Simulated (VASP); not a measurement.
# Al2As5 (P3m1) in VASP: single point with PBE

Aim: the single point of Al2As5 with PBE.

All numbers are computed with VASP 6.6.1; they aren't measurements. Logs are shortened: lines on timing, memory, paths and dates and some standing lists are left out, and cuts for length are marked.

### Step 1. The cell of the first run

The structure is trigonal, space group P3m1 (No. 156). The conventional cell has a = 3.899 Å, b = 3.899 Å, c = 23.048 Å, α = 90.00°, β = 90.00°, γ = 120.00°. Al (site symmetry 3m) has 4 As at 2.44 to 2.45 Å within 3.2 Å. Al (site symmetry 3m) has 4 As at 2.40 to 2.46 Å within 3.2 Å. Within 3.2 Å of Al (site symmetry 3m) lie 4 As at 2.40 to 2.46 Å. Within 3.2 Å of Al (site symmetry 3m) lie 4 As at 2.40 to 2.47 Å. As (site symmetry 3m) has 3 Al at 2.44 Å and 3 As at 3.02 Å within 3.2 Å. Within 3.2 Å of As (site symmetry 3m) lie 4 Al at 2.40 to 2.45 Å. Within 3.2 Å of As (site symmetry 3m) lie 4 Al at 2.40 to 2.46 Å. Within 3.2 Å of As (site symmetry 3m) lie 4 Al at 2.40 to 2.46 Å.

### Step 2. Single point, PBE (21.68 Å³/atom)

The input, INCAR:

```
PREC = Accurate ; ENCUT = 520
EDIFF = 1E-6 ; ISMEAR = 0
SIGMA = 0.01 ; LREAL = F
LASPH = T ; NELM = 60
ALGO = Normal ; ISIF = 2
LWAVE = F ; LCHARG = F
GGA = PE ; NBANDS = 44
```

The input, KPOINTS:

```
Automatic mesh
0
Gamma
  12 12 2
```

The input, POSCAR:

```
Al2As5
1.0
    3.8991581392      0.0000000000      0.0000000000
   -1.9495790696      3.3767700020      0.0000000000
    0.0000000000      0.0000000000     23.0476046262
Al As
4 10
Direct
    0.0000000000      0.0000000000      0.4270934014
    0.6666666667      0.3333333333      0.2842956101
    0.3333333333      0.6666666667      0.1412806929
    0.0000000000      0.0000000000     -0.0017509416
    0.3333333333      0.6666666667      0.4678945677
    0.0000000000      0.0000000000      0.3207494365
    0.6666666667      0.3333333333      0.1777761847
    0.3333333333      0.6666666667      0.0346521518
    0.0000000000      0.0000000000      0.8910579778
    0.3333333333      0.6666666667      0.8379870955
    0.3333333333      0.6666666667      0.6911473322
    0.6666666667      0.3333333333      0.7475518006
    0.6666666667      0.3333333333      0.5553040120
    0.0000000000      0.0000000000      0.6104606782
```

Potentials or basis: VASP PAW PBE potentials, release 64 (Al, As).

Run with:

```
$ cat potpaw_PBE.64/Al/POTCAR potpaw_PBE.64/As/POTCAR > POTCAR
$ mpirun -np 1 vasp_std > vasp.out
```

OUTCAR:

```text
PREC = Accurate
   ENCUT = 520
   EDIFF = 1E-6
   ISMEAR = 0
   LREAL = F
   LASPH = T
   NELM = 60
   ISIF = 2
   GGA = PE

 ion  position               nearest neighbor table
   1  0.000  0.000  0.427-   5 2.44   5 2.44   5 2.44   6 2.45
   2  0.667  0.333  0.284-   6 2.40   6 2.40   6 2.40   7 2.46
   3  0.333  0.667  0.141-   7 2.40   7 2.40   7 2.40   8 2.46
   4  0.000  0.000  0.998-   8 2.40   8 2.40   8 2.40   9 2.47
   5  0.333  0.667  0.468-   1 2.44   1 2.44   1 2.44
   6  0.000  0.000  0.321-   2 2.40   2 2.40   2 2.40   1 2.45
   7  0.667  0.333  0.178-   3 2.40   3 2.40   3 2.40   2 2.46
   8  0.333  0.667  0.035-   4 2.40   4 2.40   4 2.40   3 2.46
   9  0.000  0.000  0.891-   4 2.47  10 2.56  10 2.56  10 2.56
  10  0.333  0.667  0.838-   9 2.56   9 2.56   9 2.56
  11  0.333  0.667  0.691-  12 2.60  12 2.60  12 2.60  14 2.92  14 2.92  14 2.92
  12  0.667  0.333  0.748-  11 2.60  11 2.60  11 2.60
  13  0.667  0.333  0.555-  14 2.59  14 2.59  14 2.59
  14  0.000  0.000  0.610-  13 2.59  13 2.59  13 2.59  11 2.92  11 2.92  11 2.92

  LATTYP: Found a hexagonal cell.
 ALAT       =     3.8991581392
 C/A-ratio  =     5.9109181529

  Lattice vectors:

 A1 = (   3.8991581392,   0.0000000000,   0.0000000000)
 A2 = (  -1.9495790696,   3.3767700020,   0.0000000000)
 A3 = (   0.0000000000,   0.0000000000,  23.0476046262)

Analysis of symmetry for initial positions (statically):
=====================================================================
 Subroutine PRICEL returns:
 Original cell was already a primitive cell.

 Routine SETGRP: Setting up the symmetry group for a
 hexagonal supercell.

 Subroutine GETGRP returns: Found  6 space group operations
 (whereof  6 operations were pure point group operations)
 out of a pool of 24 trial point group operations.

The static configuration has the point symmetry C_3v.

Analysis of symmetry for dynamics (positions and initial velocities):
=====================================================================
 Subroutine PRICEL returns:
 Original cell was already a primitive cell.

 Routine SETGRP: Setting up the symmetry group for a
 hexagonal supercell.

 Subroutine GETGRP returns: Found  6 space group operations
 (whereof  6 operations were pure point group operations)
 out of a pool of 24 trial point group operations.

The dynamic configuration has the point symmetry C_3v.

[... 135 lines left out ...]
   EMIN   =  10.00;   EMAX   =-10.00  energy-range for DOS
   EFERMI =   0.00;   METHOD = LEGACY
   ISMEAR =     0;   SIGMA  =   0.01  broadening in eV -4-tet -1-fermi 0-gaus
   EFERMI_NEDOS =   21; number of points for ismear=-14 and -15
   IALGO  =     38    algorithm
   IMIX   =      4    mixing-type and parameters
     AMIX     =   0.40;   BMIX     =  1.00
     AMIX_MAG =   1.60;   BMIX_MAG =  1.00
  volume/ion in A,a.u.               =      21.68       146.27
  Fermi-wavevector in a.u.,A,eV,Ry     =   0.964212  1.822097 12.649410  0.929705
  Thomas-Fermi vector in A             =   2.093824
   LORBIT       =      0    0 simple, 1 ext, 2 COOP (PROOUT), +10 PAW based schemes
   GGA     = PE    functional components
   LHFCALC =     F    Hartree Fock is set to
   AEXX    =    0.0000 exact exchange contribution
   IVDW    =     0    specifies the selected vdW correction
   LEPSILON=     F    determine dielectric tensor
   LRPA    =     F    only Hartree local field effects (RPA)
 non-spin polarized calculation
 Gauss-broadening in eV      SIGMA  =   0.01
  energy-cutoff  :      520.00
  volume of cell :      303.46
 maximum number of plane-waves:      8222
 NGX is ok and might be reduce to    30
   NGX = 15   NGY = 15   NGZ = 85

 number of electron      62.0000006 magnetization

 Free energy of the ion-electron system (eV)
  ---------------------------------------------------
  ext. energy  EPLUGINS =         0.00000000
  ---------------------------------------------------
  free energy    TOTEN  =       -64.09236491 eV

  energy without entropy =      -64.09236491  energy(sigma->0) =      -64.09236491

 E-fermi :   5.1007     XC(G=0):  -9.5497

 val. band max:        5.0385648697   @ k =   0.1667   0.0833   0.5000
 cond. band min:       5.2090278358   @ k =   0.0833   0.0000   0.5000
 fundamental gap:      0.1704629661
 Fermi energy:         5.1006794661

 k-point     1 :       0.0000    0.0000    0.0000
  band No.  band energies     occupation
      1      -9.5916      2.00000
      2      -9.0781      2.00000
      3      -8.1669      2.00000
      4      -7.7245      2.00000
      5      -7.2495      2.00000
      6      -6.7264      2.00000
[... 1093 lines left out ...]
     42       8.1155      0.00000
     43       8.5115      0.00000

 [... further k-points ...]

 [bands above 43 left out]

------------------------ aborting loop because EDIFF is reached ----------------------------------------

  FORCE on cell =-STRESS in cart. coord.  units (eV):
  Direction    XX          YY          ZZ          XY          YZ          ZX
  --------------------------------------------------------------------------------------
  -------------------------------------------------------------------------------------
  Total        7.7403242      7.7403242      7.6280895     -0.0000000     -0.0000000      0.0000000
  in kB       40.8668918     40.8668918     40.2743221     -0.0000000     -0.0000000      0.0000000
  external PRESSURE =      40.6693686 kB  Pullay stress =       0.0000000 kB

 VOLUME and BASIS-vectors are now :
 -----------------------------------------------------------------------------
  energy-cutoff  :      520.00
  volume of cell :      303.46
      direct lattice vectors                 reciprocal lattice vectors
     3.899158139  0.000000000  0.000000000     0.256465618  0.148070493  0.000000000
    -1.949579070  3.376770002  0.000000000     0.000000000  0.296140987  0.000000000
     0.000000000  0.000000000 23.047604626     0.000000000  0.000000000  0.043388457

 POSITION                                       TOTAL-FORCE (eV/Angst)
 -----------------------------------------------------------------------------------
      0.00000      0.00000      9.84348         0.000000     -0.000000     -0.005343
      1.94958      1.12559      6.55233         0.000000      0.000000     -0.004512
     -0.00000      2.25118      3.25618        -0.000000      0.000000     -0.005012
      0.00000      0.00000     23.00725        -0.000000      0.000000     -0.010066
     -0.00000      2.25118     10.78385         0.000000      0.000000      0.018707
      0.00000      0.00000      7.39251         0.000000     -0.000000      0.005013
      1.94958      1.12559      4.09732        -0.000000     -0.000000      0.004285
     -0.00000      2.25118      0.79865        -0.000000     -0.000000      0.005250
      0.00000      0.00000     20.53675        -0.000000     -0.000000      0.026289
     -0.00000      2.25118     19.31360        -0.000000     -0.000000     -0.036117
     -0.00000      2.25118     15.92929        -0.000000      0.000000     -0.027939
      1.94958      1.12559     17.22928        -0.000000     -0.000000      0.030130
      1.94958      1.12559     12.79843         0.000000     -0.000000     -0.028421
      0.00000      0.00000     14.06966        -0.000000     -0.000000      0.027735
 -----------------------------------------------------------------------------------
    total drift:                               -0.000000      0.000000     -0.000290

  FREE ENERGIE OF THE ION-ELECTRON SYSTEM (eV)
  ---------------------------------------------------
  free  energy   TOTEN  =       -64.0923649142 eV

  energy  without entropy=      -64.0923649142  energy(sigma->0) =      -64.09236491
```

Run time: 6.4 min. Hardware: 1 thread of AMD EPYC 9R45 (Zen 5), shared host; peak memory 0.6 GiB.

What came out:

```yaml
Free_energy: -64.0924 eV
Pressure: 4.1 GPa
Largest_force: 0.036 eV/Å
Band_gap_on_the_k_mesh: 0.17 eV (least direct gap 0.31 eV)
```

Forces on the atoms (eV/Å):
```
Al   0.000  0.000 -0.005
Al   0.000  0.000 -0.005
Al   0.000  0.000 -0.005
Al   0.000  0.000 -0.010
As   0.000  0.000  0.019
As   0.000  0.000  0.005
As   0.000  0.000  0.004
As   0.000  0.000  0.005
As   0.000  0.000  0.026
As   0.000  0.000 -0.036
As   0.000  0.000 -0.028
As   0.000  0.000  0.030
As   0.000  0.000 -0.028
As   0.000  0.000  0.028
```

Caveat: the cell stands under pressure. A k mesh can miss the band edges.
